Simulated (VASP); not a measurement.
Here is a VASP 6.6.1 calculation.

INCAR

```
SYSTEM = Ir
ALGO = Normal
EDIFF = 1E-6
ENCUT = 500
GGA_COMPAT = .False.
ISIF = 2
ISMEAR = -1
LASPH = .True.
LCHARG = .False.
LREAL = .False.
LWAVE = .False.
NBANDS = 24
NELM = 120
PREC = Accurate
SIGMA = 0.05
```

File KPOINTS:

```
k-points
0
Gamma
  11 11 6
  0 0 0
```

Contents of POSCAR:

```
Ir
1.0
    2.7875843874      0.0000000000      0.0000000000
   -1.3937921937      2.4141188946      0.0000000000
    0.0000000000      0.0000000000      4.5210110761
Ir
2
Direct
    0.3333333333      0.6666666667      0.2500000000
    0.6666666667      0.3333333333      0.7500000000
```

Potentials or basis: VASP PAW LDA potentials, release 64 (Ir_sv_GW).

The run is started by

```sh
$ cat potpaw_LDA.64/Ir_sv_GW/POTCAR > POTCAR
$ mpirun -np 1 vasp_std > vasp.out
```

Problem. Estimate the pressure.

Solution. -30.4 GPa.

Problem. Estimate the band gap on the k mesh.

Solution. Zero (band 17 reaches 12.24 eV, above the bottom of band 18 at 9.36 eV).

Stress tensor (GPa, compression positive):
```
-30.06   0.00   0.00
  0.00 -30.06   0.00
  0.00   0.00 -30.93
```

Caveat: spin-orbit coupling is left out, which moves the levels of the heavy elements.
